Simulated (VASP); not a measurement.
# Ca3MgN2 (R32) in VASP: a series of runs

Ca3MgN2 is run at these levels: PBE; tasks: single point, relaxation of cell and atoms.

Everything below comes from runs of VASP 6.6.1. Logs are shortened: lines on timing, memory, paths and dates and some standing lists are left out, and cuts for length are marked.

**1. The cell of the first run**

The structure is trigonal, space group R32 (No. 155). The conventional cell has a = 5.485 Å, b = 5.485 Å, c = 9.886 Å, α = 90.00°, β = 90.00°, γ = 120.00°. Ca (site symmetry 2) has 2 Mg at 2.45 Å and 4 N at 2.46 to 2.47 Å and 8 Ca at 3.14 to 3.30 Å within 3.3 Å. Within 3.4 Å of Mg (site symmetry 32) lie 6 Ca at 2.45 Å and 8 N at 3.17 to 3.31 Å. N (site symmetry 3) has 6 Ca at 2.46 to 2.47 Å and 4 Mg at 3.17 to 3.31 Å and 4 N at 3.17 to 3.26 Å within 3.4 Å.

The cell was built from a structure type or drawn by symmetry, and may not be a known phase.

**2. Single point, PBE**

The input, INCAR:

```
PREC = Accurate ; ENCUT = 520
EDIFF = 1E-7 ; ISMEAR = 0
SIGMA = 0.1 ; LREAL = F
LASPH = T ; NELM = 80
ALGO = Normal ; ISIF = 2
LWAVE = F ; LCHARG = T
GGA = PE ; LELF = T
LVHAR = T ; NBANDS = 30
```

The input, KPOINTS:

```
regular mesh
0
Gamma
  6 6 6
```

The input, POSCAR:

```
Ca3MgN2
1.0
    2.7423375300      1.5832893100      3.2952716200
   -2.7423375300      1.5832893100      3.2952716200
    0.0000000000     -3.1665786200      3.2952716200
Ca Mg N
3 1 2
Direct
    0.1612730000      0.8387270000      0.5000000000
    0.5000000000      0.1612730000      0.8387270000
    0.8387270000      0.5000000000      0.1612730000
    0.0000000000      0.0000000000      0.0000000000
    0.3349770000      0.3349770000      0.3349770000
    0.6650230000      0.6650230000      0.6650230000
```

Potentials or basis: VASP PAW PBE potentials, release 64 (Ca_sv, Mg, N).

Run with:

```bash
> cat potpaw_PBE.64/Ca_sv/POTCAR potpaw_PBE.64/Mg/POTCAR potpaw_PBE.64/N/POTCAR > POTCAR
> mpirun -np 1 vasp_std > vasp.out
```

OUTCAR:

```text
PREC = Accurate
   ENCUT = 520
   EDIFF = 1E-7
   ISMEAR = 0
   LREAL = F
   LASPH = T
   NELM = 80
   ISIF = 2
   GGA = PE

 ion  position               nearest neighbor table
   1  0.161  0.839  0.500-   4 2.45   4 2.45   6 2.46   5 2.46   6 2.47   5 2.47   3 3.14   2 3.14
                             3 3.14   2 3.14
   2  0.500  0.161  0.839-   4 2.45   4 2.45   5 2.46   6 2.46   5 2.47   6 2.47   1 3.14   1 3.14
                             3 3.14   3 3.14
   3  0.839  0.500  0.161-   4 2.45   4 2.45   6 2.46   5 2.46   6 2.47   5 2.47   1 3.14   1 3.14
                             2 3.14   2 3.14
   4  0.000  0.000  0.000-   1 2.45   1 2.45   2 2.45   3 2.45   3 2.45   2 2.45
   5  0.335  0.335  0.335-   1 2.46   2 2.46   3 2.46   2 2.47   3 2.47   1 2.47
   6  0.665  0.665  0.665-   1 2.46   3 2.46   2 2.46   3 2.47   2 2.47   1 2.47

  LATTYP: Found a trigonal (rhomboedric) cell.
 ALAT       =     4.5701242015
 COS(alpha) =     0.2798618742

  Lattice vectors:

 A1 = (   2.7423375300,   1.5832893100,   3.2952716200)
 A2 = (  -2.7423375300,   1.5832893100,   3.2952716200)
 A3 = (   0.0000000000,  -3.1665786200,   3.2952716200)

Analysis of symmetry for initial positions (statically):
=====================================================================
 Subroutine PRICEL returns:
 Original cell was already a primitive cell.

 Routine SETGRP: Setting up the symmetry group for a
 trigonal (rhombohedral) supercell.

 Subroutine GETGRP returns: Found  6 space group operations
 (whereof  6 operations were pure point group operations)
 out of a pool of 12 trial point group operations.

The static configuration has the point symmetry D_3 .

Analysis of symmetry for dynamics (positions and initial velocities):
=====================================================================
 Subroutine PRICEL returns:
 Original cell was already a primitive cell.

 Routine SETGRP: Setting up the symmetry group for a
 trigonal (rhombohedral) supercell.

 Subroutine GETGRP returns: Found  6 space group operations
 (whereof  6 operations were pure point group operations)
 out of a pool of 12 trial point group operations.

The dynamic configuration has the point symmetry D_3 .

 Subroutine INISYM returns: Found  6 space group operations
 (whereof  6 operations are pure point group operations),
 and found     1 'primitive' translations

----------------------------------------------------------------------------------------

                                     Primitive cell

  volume of cell :      85.8467

  direct lattice vectors                    reciprocal lattice vectors
     2.742337530  1.583289310  3.295271620     0.182326207  0.105266085  0.101155040
    -2.742337530  1.583289310  3.295271620    -0.182326207  0.105266085  0.101155040
     0.000000000 -3.166578620  3.295271620     0.000000000 -0.210532169  0.101155040

  length of vectors
     4.570124202  4.570124202  4.570124200     0.233572551  0.233572551  0.233572551

  position of ions in fractional coordinates (direct lattice)
     0.161273000  0.838727000  0.500000000
     0.500000000  0.161273000  0.838727000
     0.838727000  0.500000000  0.161273000
     0.000000000  0.000000000  0.000000000
     0.334977000  0.334977000  0.334977000
     0.665023000  0.665023000  0.665023000

  ion indices of the primitive-cell ions
   primitive index   ion index
                 1           1
                 2           2
                 3           3
                 4           4
                 5           5
                 6           6

----------------------------------------------------------------------------------------

 KPOINTS: regular mesh

Automatic generation of k-mesh.
 Grid dimensions read from file:
 generate k-points for:    6    6    6

 Generating k-lattice:

  Cartesian coordinates                     Fractional coordinates (reciprocal lattice)
     0.030387701  0.017544347  0.016859173     0.166666667 -0.000000000  0.000000000
    -0.030387701  0.017544347  0.016859173    -0.000000000  0.166666667  0.000000000
     0.000000000 -0.035088695  0.016859173     0.000000000  0.000000000  0.166666667

  Length of vectors
     0.038928758  0.038928758  0.038928758

  Shift w.r.t. Gamma in fractional coordinates (k-lattice)
     0.000000000  0.000000000  0.000000000

 Subroutine IBZKPT returns following result:
 ===========================================

 Found     32 irreducible k-points:

 Following reciprocal coordinates:
            Coordinates               Weight
  0.000000  0.000000  0.000000      1.000000
  0.166667  0.000000 -0.000000      6.000000
  0.333333  0.000000 -0.000000      6.000000
  0.500000  0.000000 -0.000000      3.000000
  0.166667  0.166667 -0.000000      6.000000
  0.333333  0.166667 -0.000000     12.000000
[... 16 lines left out ...]
  0.500000  0.500000  0.166667      6.000000
 -0.333333  0.500000  0.166667     12.000000
 [... further k-points ...]
   k-points           NKPTS =     32   k-points in BZ     NKDIM =     32   number of bands    NBANDS=     30
   number of dos      NEDOS =    301   number of ions     NIONS =      6
   total plane-waves  NPLWV =  46656
   dimension x,y,z NGX =    36 NGY =   36 NGZ =   36
   dimension x,y,z NGXF=    72 NGYF=   72 NGZF=   72
   ions per type =               3   1   2
   NGX,Y,Z   is equivalent  to a cutoff of  13.10, 13.10, 13.10 a.u.
   NGXF,Y,Z  is equivalent  to a cutoff of  26.19, 26.19, 26.19 a.u.
 SYSTEM =  unknown system
   PREC   = accura    normal or accurate (medium, high low for compatibility)
   ISTART =      0    job   : 0-new  1-cont  2-samecut
   ICHARG =      2    charge: 1-file 2-atom 10-const
   ISPIN  =      1    spin polarized calculation?
   LNONCOLLINEAR =      F non collinear calculations
   LSORBIT =      F    spin-orbit coupling
   LASPH  =      T    aspherical Exc in radial PAW
   ENCUT  =  520.0 eV  38.22 Ry    6.18 a.u.   8.50  8.50  8.50*2*pi/ulx,y,z
   NELM   =     80;   NELMIN=  2; NELMDL= -5     # of ELM steps
   EDIFF  = 0.1E-06   stopping-criterion for ELM
   LREAL  =      F    real-space projection
   EDIFFG = 0.1E-05   stopping-criterion for IOM
   NSW    =      0    number of steps for IOM
   IBRION =     -1    ionic relax: 0-MD 1-quasi-New 2-CG
   NFREE  =      0    steps in history (QN), initial steepest desc. (CG)
   ISIF   =      2    stress and relaxation
   ISYM   =      2    0-nonsym 1-usesym 2-fastsym
   POTIM  = 0.5000    time-step for ionic-motion
   TEBEG  =    0.0;   TEEND  =   0.0 temperature during run
   PSTRESS=    0.0 pullay stress
   NELECT =      42.0000    total number of electrons
   NUPDOWN=      -1.0000    fix difference up-down
   EMIN   =  10.00;   EMAX   =-10.00  energy-range for DOS
   EFERMI =   0.00;   METHOD = LEGACY
   ISMEAR =     0;   SIGMA  =   0.10  broadening in eV -4-tet -1-fermi 0-gaus
   EFERMI_NEDOS =   21; number of points for ismear=-14 and -15
   IALGO  =     38    algorithm
   IMIX   =      4    mixing-type and parameters
     AMIX     =   0.40;   BMIX     =  1.00
     AMIX_MAG =   1.60;   BMIX_MAG =  1.00
  volume/ion in A,a.u.               =      14.31        96.55
  Fermi-wavevector in a.u.,A,eV,Ry     =   1.289981  2.437711 22.640795  1.664051
  Thomas-Fermi vector in A             =   2.421841
   LORBIT       =      0    0 simple, 1 ext, 2 COOP (PROOUT), +10 PAW based schemes
   GGA     = PE    functional components
   LHFCALC =     F    Hartree Fock is set to
   AEXX    =    0.0000 exact exchange contribution
   IVDW    =     0    specifies the selected vdW correction
   LEPSILON=     F    determine dielectric tensor
   LRPA    =     F    only Hartree local field effects (RPA)
 non-spin polarized calculation
 Gauss-broadening in eV      SIGMA  =   0.10
  energy-cutoff  :      520.00
  volume of cell :       85.85
 maximum number of plane-waves:      2335
 NGX is ok and might be reduce to    36
   NGX = 17   NGY = 17   NGZ = 17

 number of electron      42.0000000 magnetization

 Free energy of the ion-electron system (eV)
  ---------------------------------------------------
  ext. energy  EPLUGINS =         0.00000000
  ---------------------------------------------------
  free energy    TOTEN  =       -18.79625381 eV

  energy without entropy =      -18.79625381  energy(sigma->0) =      -18.79625381

 E-fermi :   5.2670     XC(G=0): -10.7396

 val. band max:        4.8124612433   @ k =  -0.3333   0.3333   0.0000
 cond. band min:       5.8301566521   @ k =  -0.3333  -0.3333   0.1667
 fundamental gap:      1.0176954088
 Fermi energy:         5.2669522667

 k-point     1 :       0.0000    0.0000    0.0000
  band No.  band energies     occupation
      1     -34.8017      2.00000
      2     -34.6017      2.00000
      3     -34.6017      2.00000
      4     -16.4318      2.00000
      5     -16.2574      2.00000
      6     -16.2574      2.00000
[... 22 lines left out ...]
     29      11.0596      0.00000
     30      11.0596      0.00000

 k-point     2 :       0.1667    0.0000   -0.0000
  band No.  band energies     occupation
      1     -34.7873      2.00000
      2     -34.6163      2.00000
      3     -34.6009      2.00000
      4     -16.4655      2.00000
      5     -16.3063      2.00000
      6     -16.2012      2.00000
[... 22 lines left out ...]
     29      10.8536      0.00000
     30      11.1297      0.00000

 k-point     3 :       0.3333    0.0000   -0.0000
  band No.  band energies     occupation
      1     -34.7489      2.00000
      2     -34.6489      2.00000
      3     -34.6055      2.00000
      4     -16.4816      2.00000
      5     -16.3521      2.00000
      6     -16.1460      2.00000
[... 682 lines left out ...]
     29      10.1246      0.00000
     30      10.5237      0.00000

 k-point    24 :      -0.3333    0.5000    0.1667
  band No.  band energies     occupation
      1     -34.6816      2.00000
      2     -34.6658      2.00000
      3     -34.6512      2.00000
      4     -16.5749      2.00000
      5     -16.3335      2.00000
      6     -16.1615      2.00000
[... 22 lines left out ...]
     29      10.5694      0.00000
     30      10.7191      0.00000

 [... further k-points ...]

------------------------ aborting loop because EDIFF is reached ----------------------------------------

  FORCE on cell =-STRESS in cart. coord.  units (eV):
  Direction    XX          YY          ZZ          XY          YZ          ZX
  --------------------------------------------------------------------------------------
  -------------------------------------------------------------------------------------
  Total       16.1310315     16.1310315     12.0011416      0.0000000     -0.0000000      0.0000000
  in kB      301.0572332    301.0572327    223.9801264      0.0000000     -0.0000000      0.0000000
  external PRESSURE =     275.3648641 kB  Pullay stress =       0.0000000 kB

 VOLUME and BASIS-vectors are now :
 -----------------------------------------------------------------------------
  energy-cutoff  :      520.00
  volume of cell :       85.85
      direct lattice vectors                 reciprocal lattice vectors
     2.742337530  1.583289310  3.295271620     0.182326207  0.105266085  0.101155040
    -2.742337530  1.583289310  3.295271620    -0.182326207  0.105266085  0.101155040
     0.000000000 -3.166578620  3.295271620     0.000000000 -0.210532169  0.101155040

 POSITION                                       TOTAL-FORCE (eV/Angst)
 -----------------------------------------------------------------------------------
     -1.85781      0.00000      4.94291         3.055477     -0.000000      0.000000
      0.92890     -1.60891      4.94291        -1.527739      2.646121      0.000000
      0.92890      1.60891      4.94291        -1.527739     -2.646121      0.000000
      0.00000      0.00000      0.00000        -0.000000     -0.000000      0.000000
      0.00000      0.00000      3.31152        -0.000000     -0.000000     -0.689783
      0.00000      0.00000      6.57429        -0.000000      0.000000      0.689783
 -----------------------------------------------------------------------------------
    total drift:                                0.000000      0.000000     -0.000000

  FREE ENERGIE OF THE ION-ELECTRON SYSTEM (eV)
  ---------------------------------------------------
  free  energy   TOTEN  =       -18.7962538119 eV

  energy  without entropy=      -18.7962538119  energy(sigma->0) =      -18.79625381
```

Run time: 89 s. Hardware: 1 thread of Intel Xeon Platinum 8488C (Sapphire Rapids), shared host; peak memory 0.24 GiB.

Results:

| Quantity | Value |
| --- | --- |
| Free energy | -18.7963 eV |
| Pressure | 27.5 GPa |
| Largest force | 3.055 eV/Å |
| Band gap on the k mesh | 1.02 eV (least direct gap 1.08 eV) |

Forces in eV/Å, atoms in the order of the input:
```
Ca   3.055  0.000  0.000
Ca  -1.528  2.646  0.000
Ca  -1.528 -2.646  0.000
Mg   0.000  0.000  0.000
N    0.000  0.000 -0.690
N    0.000  0.000  0.690
```

Caveat: the cell stands under pressure; forces of over 1 eV/Å act on the atoms, so gaps and moduli don't describe the material at rest.

**3. Single point, PBE**

This run uses another cell than the first one, of 19.74 Å³/atom.

The input, INCAR:

```
SYSTEM = Ca3MgN2
PREC     = Accurate       ! precision mode
ENCUT    = 520            ! plane-wave cutoff, eV
EDIFF    = 1E-7           ! SCF threshold, eV
ISMEAR   = 0              ! smearing method
SIGMA    = 0.1            ! smearing width, eV
LREAL    = .False.        ! projectors in reciprocal space
LASPH    = .True.         ! aspherical terms in the spheres
NELM     = 60             ! most SCF steps
ALGO     = Normal         ! electronic algorithm
ISIF     = 2              ! what is computed and relaxed
LWAVE    = .False.        ! write WAVECAR
LCHARG   = .True.         ! write CHGCAR
GGA      = PE             ! functional
LELF     = .True.         ! ELF
LVHAR    = .True.       
NBANDS   = 30             ! bands
```

The input, KPOINTS:

```
regular mesh
0
Gamma
  6 6 6
  0 0 0
```

The input, POSCAR:

```
Ca3MgN2
1.0
    3.3909504757      1.9577661700      2.9739747556
   -3.3909504757      1.9577661700      2.9739747556
    0.0000000000     -3.9155323399      2.9739747556
Ca Mg N
3 1 2
Direct
    0.2414943288      0.7585056712      0.5000000000
    0.5000000000      0.2414943288      0.7585056712
    0.7585056712      0.5000000000      0.2414943288
    0.0000000000      0.0000000000      0.0000000000
    0.3090647449      0.3090647449      0.3090647449
    0.6909352551      0.6909352551      0.6909352551
```

Potentials or basis: VASP PAW PBE potentials, release 64 (Ca_sv, Mg, N).

Run with:

```bash
> cat potpaw_PBE.64/Ca_sv/POTCAR potpaw_PBE.64/Mg/POTCAR potpaw_PBE.64/N/POTCAR > POTCAR
> mpirun -np 1 vasp_std > vasp.out
```

Run time: 2.1 min. Hardware: 1 thread of Intel Xeon Platinum 8488C (Sapphire Rapids), shared host; peak memory 0.3 GiB.

It converged, with:

| Quantity | Value |
| --- | --- |
| Free energy | -23.7078 eV |
| Pressure | 0.2 GPa |
| Largest force | 0.049 eV/Å |
| Band gap on the k mesh | 0.06 eV |

Forces on the atoms (eV/Å):
```
Ca  -0.029  0.000  0.000
Ca   0.015 -0.025  0.000
Ca   0.015  0.025  0.000
Mg   0.000  0.000  0.000
N    0.000  0.000 -0.049
N    0.000  0.000  0.049
```

Stress tensor (GPa, compression positive):
```
0.29 0.00 0.00
0.00 0.29 0.00
0.00 0.00 0.11
```

Levels at points of the mesh, in eV from the valence-band top:
```
           k point  band 19  band 20  band 21  band 22  band 23  band 24
(0.00, 0.00, 0.00)    -1.50    -1.50    -1.28     0.94     0.94     2.00
(0.50, 0.00, 0.00)    -1.58    -1.40     0.00     0.06     1.21     2.10
(0.50, 0.50, 0.00)    -1.43    -1.36    -0.66     0.92     0.92     1.82
(0.50, 0.50, 0.50)    -1.87    -1.87    -0.82     0.84     0.84     2.47
```

**4. Single point, PBE**

This run uses another cell than the first one, of 19.76 Å³/atom.

The input, INCAR:

```
SYSTEM = Ca3MgN2
PREC = Accurate
ENCUT = 520
EDIFF = 1E-6
ISMEAR = 0
SIGMA = 0.01
LREAL = .False.
LASPH = .True.
NELM = 100
ALGO = Normal
ISIF = 2
LWAVE = .False.
LCHARG = .False.
GGA = PE
NBANDS = 30
```

The input, KPOINTS:

```
Automatic mesh
0
Gamma
  6 6 6
  0 0 0
```

The input, POSCAR:

```
Ca3MgN2
1.0
    3.3976509846      1.9616347106      2.9653424719
   -3.3976509846      1.9616347106      2.9653424719
    0.0000000000     -3.9232694211      2.9653424720
Ca Mg N
3 1 2
Direct
    0.2420219524      0.7579780476      0.5000000000
    0.5000000000      0.2420219524      0.7579780476
    0.7579780476      0.5000000000      0.2420219524
    0.0000000000      0.0000000000      0.0000000000
    0.3083135959      0.3083135959      0.3083135959
    0.6916864041      0.6916864041      0.6916864041
```

Run with:

```bash
> cat potpaw_PBE.64/Ca_sv/POTCAR potpaw_PBE.64/Mg/POTCAR potpaw_PBE.64/N/POTCAR > POTCAR
> mpirun -np 1 vasp_std > vasp.out
```

Run time: 1.8 min. Hardware: 1 thread of Intel Xeon Platinum 8488C (Sapphire Rapids), shared host; peak memory 0.29 GiB.

Results (log left out):

```
Free energy            : -23.7074 eV
Pressure               : 0.2 GPa
Largest force          : 0.034 eV/Å
Band gap on the k mesh : 0.04 eV
```

Forces in eV/Å, atoms in the order of the input:
```
Ca  -0.024  0.000  0.000
Ca   0.012 -0.021  0.000
Ca   0.012  0.021  0.000
Mg   0.000  0.000  0.000
N    0.000  0.000 -0.034
N    0.000  0.000  0.034
```

Levels at points of the mesh, in eV from the valence-band top:
| k point | band 19 | band 20 | band 21 | band 22 | band 23 | band 24 |
| --- | --- | --- | --- | --- | --- | --- |
| (0.00, 0.00, 0.00) | -1.52 | -1.52 | -1.29 | 0.91 | 0.91 | 1.98 |
| (0.50, 0.00, 0.00) | -1.59 | -1.43 | 0.00 | 0.04 | 1.18 | 2.09 |
| (0.50, 0.50, 0.00) | -1.45 | -1.38 | -0.65 | 0.89 | 0.90 | 1.80 |
| (0.50, 0.50, 0.50) | -1.89 | -1.89 | -0.81 | 0.82 | 0.82 | 2.48 |

(Continued in part 2 of 2.)
